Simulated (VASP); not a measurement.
# Hg (Fd-3m) in VASP: single point with PBE

Aim: the single point of Hg with PBE.

Program: VASP 6.6.1. These are calculated values, not measurements. Logs are shortened: lines on timing, memory, paths and dates and some standing lists are left out, and cuts for length are marked.

**1. The cell of the first run**

Symmetry: Fd-3m, No. 227, cubic system. The conventional cell has a = 6.661 Å, b = 6.661 Å, c = 6.661 Å, α = 90.00°, β = 90.00°, γ = 90.00°. Within 3.8 Å of Hg (site symmetry -43m) lie 4 Hg at 2.88 Å.

**2. Single point, PBE**

Input file INCAR:

```
PREC     = Accurate       # precision mode
ENCUT    = 520            # plane-wave cutoff, eV
EDIFF    = 1E-6           # SCF threshold, eV
ISMEAR   = -1             # smearing method
SIGMA    = 0.05           # smearing width, eV
LREAL    = False          # projectors in reciprocal space
LASPH    = True           # aspherical terms in the spheres
NELM     = 100            # most SCF steps
ALGO     = Normal         # electronic algorithm
ISIF     = 2              # what is computed and relaxed
LWAVE    = False          # write WAVECAR
LCHARG   = False          # write CHGCAR
GGA      = PE             # functional
NBANDS   = 19             # bands
```

Input file KPOINTS:

```
Automatic mesh
0
Gamma
  8 8 8
```

Input file POSCAR:

```
Hg
1.0
    0.0000000000      3.3303445432      3.3303445432
    3.3303445432      0.0000000000      3.3303445432
    3.3303445432      3.3303445432      0.0000000000
Hg
2
Direct
   -0.1250000000     -0.1250000000     -0.1250000000
    0.1250000000      0.1250000000      0.1250000000
```

Potentials or basis: VASP PAW PBE potentials, release 64 (Hg).

Command:

```
$ cat potpaw_PBE.64/Hg/POTCAR > POTCAR
$ mpirun -np 1 vasp_std > vasp.out
```

OUTCAR:

```text
PREC = Accurate
   ENCUT = 520
   EDIFF = 1E-6
   ISMEAR = -1
   LREAL = False
   LASPH = True
   NELM = 100
   ISIF = 2
   GGA = PE

 ion  position               nearest neighbor table
   1  0.875  0.875  0.875-   2 2.88   2 2.88   2 2.88   2 2.88
   2  0.125  0.125  0.125-   1 2.88   1 2.88   1 2.88   1 2.88

  LATTYP: Found a face centered cubic cell.
 ALAT       =     6.6606890864

  Lattice vectors:

 A1 = (   0.0000000000,   3.3303445432,   3.3303445432)
 A2 = (   3.3303445432,   0.0000000000,   3.3303445432)
 A3 = (   3.3303445432,   3.3303445432,   0.0000000000)

Analysis of symmetry for initial positions (statically):
=====================================================================
 Subroutine PRICEL returns:
 Original cell was already a primitive cell.

 Routine SETGRP: Setting up the symmetry group for a
 face centered cubic supercell.

 Subroutine GETGRP returns: Found 48 space group operations
 (whereof 12 operations were pure point group operations)
 out of a pool of 48 trial point group operations.

The static configuration has the point symmetry D_3d.
 The point group associated with its full space group is O_h .

Analysis of symmetry for dynamics (positions and initial velocities):
=====================================================================
 Subroutine PRICEL returns:
 Original cell was already a primitive cell.

 Routine SETGRP: Setting up the symmetry group for a
 face centered cubic supercell.

 Subroutine GETGRP returns: Found 48 space group operations
 (whereof 12 operations were pure point group operations)
 out of a pool of 48 trial point group operations.

The dynamic configuration has the point symmetry D_3d.
 The point group associated with its full space group is O_h .

 Subroutine INISYM returns: Found 48 space group operations
 (whereof 12 operations are pure point group operations),
 and found     1 'primitive' translations

----------------------------------------------------------------------------------------

                                     Primitive cell

  volume of cell :      73.8750

  direct lattice vectors                    reciprocal lattice vectors
     0.000000000  3.330344543  3.330344543    -0.150134616  0.150134616  0.150134616
     3.330344543  0.000000000  3.330344543     0.150134616 -0.150134616  0.150134616
     3.330344543  3.330344543  0.000000000     0.150134616  0.150134616 -0.150134616

  length of vectors
     4.709818420  4.709818420  4.709818420     0.260040783  0.260040783  0.260040783

  position of ions in fractional coordinates (direct lattice)
     0.875000000  0.875000000  0.875000000
     0.125000000  0.125000000  0.125000000

  ion indices of the primitive-cell ions
   primitive index   ion index
                 1           1
                 2           2

----------------------------------------------------------------------------------------

 KPOINTS: Automatic mesh

Automatic generation of k-mesh.
 Grid dimensions read from file:
 generate k-points for:    8    8    8

 Generating k-lattice:

  Cartesian coordinates                     Fractional coordinates (reciprocal lattice)
    -0.018766827  0.018766827  0.018766827     0.125000000  0.000000000  0.000000000
     0.018766827 -0.018766827  0.018766827     0.000000000  0.125000000  0.000000000
     0.018766827  0.018766827 -0.018766827     0.000000000  0.000000000  0.125000000

  Length of vectors
     0.032505098  0.032505098  0.032505098

  Shift w.r.t. Gamma in fractional coordinates (k-lattice)
     0.000000000  0.000000000  0.000000000

 Subroutine IBZKPT returns following result:
 ===========================================

 Found     29 irreducible k-points:

 Following reciprocal coordinates:
            Coordinates               Weight
  0.000000  0.000000  0.000000      1.000000
  0.125000  0.000000  0.000000      8.000000
  0.250000  0.000000  0.000000      8.000000
  0.375000  0.000000  0.000000      8.000000
  0.500000  0.000000  0.000000      4.000000
  0.125000  0.125000  0.000000      6.000000
[... 16 lines left out ...]
  0.500000  0.250000  0.125000     48.000000
 -0.375000  0.250000  0.125000     24.000000
 [... further k-points ...]
   k-points           NKPTS =     29   k-points in BZ     NKDIM =     29   number of bands    NBANDS=     19
   number of dos      NEDOS =    301   number of ions     NIONS =      2
   total plane-waves  NPLWV =  46656
   dimension x,y,z NGX =    36 NGY =   36 NGZ =   36
   dimension x,y,z NGXF=    72 NGYF=   72 NGZF=   72
   ions per type =               2
   NGX,Y,Z   is equivalent  to a cutoff of  12.71, 12.71, 12.71 a.u.
   NGXF,Y,Z  is equivalent  to a cutoff of  25.41, 25.41, 25.41 a.u.
 SYSTEM =  unknown system
   PREC   = accura    normal or accurate (medium, high low for compatibility)
   ISTART =      0    job   : 0-new  1-cont  2-samecut
   ICHARG =      2    charge: 1-file 2-atom 10-const
   ISPIN  =      1    spin polarized calculation?
   LNONCOLLINEAR =      F non collinear calculations
   LSORBIT =      F    spin-orbit coupling
   LASPH  =      T    aspherical Exc in radial PAW
   ENCUT  =  520.0 eV  38.22 Ry    6.18 a.u.   8.76  8.76  8.76*2*pi/ulx,y,z
   NELM   =    100;   NELMIN=  2; NELMDL= -5     # of ELM steps
   EDIFF  = 0.1E-05   stopping-criterion for ELM
   LREAL  =      F    real-space projection
   EDIFFG = 0.1E-04   stopping-criterion for IOM
   NSW    =      0    number of steps for IOM
   IBRION =     -1    ionic relax: 0-MD 1-quasi-New 2-CG
   NFREE  =      0    steps in history (QN), initial steepest desc. (CG)
   ISIF   =      2    stress and relaxation
   ISYM   =      2    0-nonsym 1-usesym 2-fastsym
   POTIM  = 0.5000    time-step for ionic-motion
   TEBEG  =    0.0;   TEEND  =   0.0 temperature during run
   PSTRESS=    0.0 pullay stress
   NELECT =      24.0000    total number of electrons
   NUPDOWN=      -1.0000    fix difference up-down
   EMIN   =  10.00;   EMAX   =-10.00  energy-range for DOS
   EFERMI =   0.00;   METHOD = LEGACY
   ISMEAR =    -1;   SIGMA  =   0.05  broadening in eV -4-tet -1-fermi 0-gaus
   EFERMI_NEDOS =   21; number of points for ismear=-14 and -15
   IALGO  =     38    algorithm
   IMIX   =      4    mixing-type and parameters
     AMIX     =   0.40;   BMIX     =  1.00
     AMIX_MAG =   1.60;   BMIX_MAG =  1.00
  volume/ion in A,a.u.               =      36.94       249.27
  Fermi-wavevector in a.u.,A,eV,Ry     =   1.125415  2.126726 17.232584  1.266559
  Thomas-Fermi vector in A             =   2.262092
   LORBIT       =      0    0 simple, 1 ext, 2 COOP (PROOUT), +10 PAW based schemes
   GGA     = PE    functional components
   LHFCALC =     F    Hartree Fock is set to
   AEXX    =    0.0000 exact exchange contribution
   IVDW    =     0    specifies the selected vdW correction
   LEPSILON=     F    determine dielectric tensor
   LRPA    =     F    only Hartree local field effects (RPA)
 non-spin polarized calculation
  energy-cutoff  :      520.00
  volume of cell :       73.88
 maximum number of plane-waves:      2012
   NGX = 17   NGY = 17   NGZ = 17

 number of electron      23.9999998 magnetization

 Free energy of the ion-electron system (eV)
  ---------------------------------------------------
  ext. energy  EPLUGINS =         0.00000000
  ---------------------------------------------------
  free energy    TOTEN  =        -0.07261534 eV

  energy without entropy =       -0.06193554  energy(sigma->0) =       -0.06727544

 E-fermi :   0.7292     XC(G=0):  -8.2384

 val. band max:        0.6350240707   @ k =  -0.2500   0.3750   0.1250
 cond. band min:       0.7744040476   @ k =  -0.3750   0.3750   0.1250
 fundamental gap:      0.1393799769
 Fermi energy:         0.7292326349

 k-point     1 :       0.0000    0.0000    0.0000
  band No.  band energies     occupation
      1      -7.0170      2.00000
      2      -7.0170      2.00000
      3      -7.0170      2.00000
      4      -6.9521      2.00000
      5      -6.9521      2.00000
      6      -6.8874      2.00000
[... 11 lines left out ...]
     18       6.8409      0.00000
     19       7.2834      0.00000

 k-point     2 :       0.1250    0.0000    0.0000
  band No.  band energies     occupation
      1      -7.0746      2.00000
      2      -7.0746      2.00000
      3      -7.0212      2.00000
      4      -6.8708      2.00000
      5      -6.8708      2.00000
      6      -6.8103      2.00000
[... 11 lines left out ...]
     18       7.3550      0.00000
     19       8.8600      0.00000

 k-point     3 :       0.2500    0.0000    0.0000
  band No.  band energies     occupation
      1      -7.1109      2.00000
      2      -7.1109      2.00000
      3      -7.0319      2.00000
      4      -6.7889      2.00000
      5      -6.7889      2.00000
      6      -6.6971      2.00000
[... 11 lines left out ...]
     18       8.5138      0.00000
     19       8.7306      0.00000

 k-point     4 :       0.3750    0.0000    0.0000
  band No.  band energies     occupation
      1      -7.1084      2.00000
      2      -7.1084      2.00000
      3      -7.0419      2.00000
      4      -6.7667      2.00000
      5      -6.7667      2.00000
      6      -6.6719      2.00000
[... 11 lines left out ...]
     18       8.1205      0.00000
     19      10.4524      0.00000

 k-point     5 :       0.5000    0.0000    0.0000
  band No.  band energies     occupation
      1      -7.0990      2.00000
      2      -7.0990      2.00000
      3      -7.0457      2.00000
      4      -6.7726      2.00000
      5      -6.7726      2.00000
      6      -6.6769      2.00000
[... 11 lines left out ...]
     18       7.9279      0.00000
     19      12.2474      0.00000
[... 334 lines left out ...]
      2      -7.1137      2.00000
      3      -7.0534      2.00000
      4      -7.0534      2.00000
      5      -6.2797      2.00000
      6      -6.2797      2.00000
[... 11 lines left out ...]
     18      12.8203      0.00000
     19      13.4217      0.00000

 k-point    22 :       0.3750    0.2500    0.1250
  band No.  band energies     occupation
      1      -7.1870      2.00000
      2      -7.1105      2.00000
      3      -7.0195      2.00000
      4      -6.7633      2.00000
      5      -6.6865      2.00000
      6      -6.6029      2.00000
[... 11 lines left out ...]
     18       9.4785      0.00000
     19      10.7303      0.00000

 k-point    23 :       0.5000    0.2500    0.1250
  band No.  band energies     occupation
      1      -7.1993      2.00000
      2      -7.1578      2.00000
      3      -6.9776      2.00000
      4      -6.7044      2.00000
      5      -6.6939      2.00000
      6      -6.5460      2.00000
[... 11 lines left out ...]
     18       9.8489      0.00000
     19      11.2225      0.00000

 k-point    24 :      -0.3750    0.2500    0.1250
  band No.  band energies     occupation
      1      -7.2157      2.00000
      2      -7.1593      2.00000
      3      -6.9614      2.00000
      4      -6.7063      2.00000
      5      -6.6466      2.00000
      6      -6.5720      2.00000
[... 11 lines left out ...]
     18       9.7351      0.00000
     19      10.7536      0.00000

 [... further k-points ...]
[... 5 lines left out ...]
  --------------------------------------------------------------------------------------
  -------------------------------------------------------------------------------------
  Total        0.9631902      0.9631902      0.9631902     -0.0000000     -0.0000000      0.0000000
  in kB       20.8893610     20.8893610     20.8893610     -0.0000000     -0.0000000      0.0000000
  external PRESSURE =      20.8893610 kB  Pullay stress =       0.0000000 kB

 VOLUME and BASIS-vectors are now :
 -----------------------------------------------------------------------------
  energy-cutoff  :      520.00
  volume of cell :       73.88
      direct lattice vectors                 reciprocal lattice vectors
     0.000000000  3.330344543  3.330344543    -0.150134616  0.150134616  0.150134616
     3.330344543  0.000000000  3.330344543     0.150134616 -0.150134616  0.150134616
     3.330344543  3.330344543  0.000000000     0.150134616  0.150134616 -0.150134616

 POSITION                                       TOTAL-FORCE (eV/Angst)
 -----------------------------------------------------------------------------------
      5.82810      5.82810      5.82810        -0.000000      0.000000      0.000000
      0.83259      0.83259      0.83259         0.000000     -0.000000     -0.000000
 -----------------------------------------------------------------------------------
    total drift:                                0.000000      0.000000      0.000000

  FREE ENERGIE OF THE ION-ELECTRON SYSTEM (eV)
  ---------------------------------------------------
  free  energy   TOTEN  =        -0.0726153435 eV

  energy  without entropy=       -0.0619355399  energy(sigma->0) =       -0.06727544
```

Run time: 25 s. Hardware: 1 thread of Intel Xeon Platinum 8488C (Sapphire Rapids), shared host; peak memory 0.21 GiB.

What came out:

| Item | Value |
| --- | --- |
| Free energy | -0.0726 eV |
| Pressure | 2.1 GPa |
| Band gap on the k mesh | zero (bands 12 and 13 overlap by 2.93 eV) |

Levels at points of the mesh, in eV from the Fermi level:
```
           k point  band 9  band 10  band 11  band 12  band 13  band 14  band 15  band 16
(0.00, 0.00, 0.00)   -6.66    -6.33    -6.33     2.77     4.77     4.77     4.77     6.11
(0.50, 0.00, 0.00)   -6.32    -6.32    -4.86    -3.06     2.94     2.94     3.41     7.11
(0.50, 0.50, 0.00)   -6.23    -6.23    -3.70    -3.70     1.01     1.01     4.07     4.07
```

Caveat: spin-orbit coupling is left out, which moves the levels of the heavy elements.
